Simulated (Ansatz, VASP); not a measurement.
## SnSe2 in VASP and in Ansatz

```
Sn Se
1.0
     3.86115    0.00000    0.00000
    -1.93058    3.34385    0.00000
     0.00000    0.00000    6.21675
Sn Se
1 2
Direct
  0.00000 0.00000 0.00000
  0.33333 0.66667 0.24900
  0.66667 0.33333 0.75100
```

Alike in both runs: task single point; functional PBE; k mesh 6 × 6 × 4; no spin polarisation.

|  | VASP | Ansatz |
| --- | --- | --- |
| version | VASP 6.6.1 | Ansatz 0.2.0 |
| potentials or method | VASP PAW PBE potentials, release 64 (Sn_d, Se), cutoff 520 eV | plane waves, PAW |
| occupations | gaussian, width 0.01 eV | fixed |
| valence electrons in the cell | 26 | 46 |

```tsv
	VASP	Ansatz	Ansatz less VASP
pressure (GPa)	2.7	2.6	-0.07
traceless stress, the component that is largest in VASP (GPa)	0.97	0.97	-0.003
```

VASP's potentials hold 26 valence electrons a cell and Ansatz's 46, so a difference there can come from the potentials and not from the codes. Ansatz's warnings: stress scf threshold loose, structure snapped to symmetry.
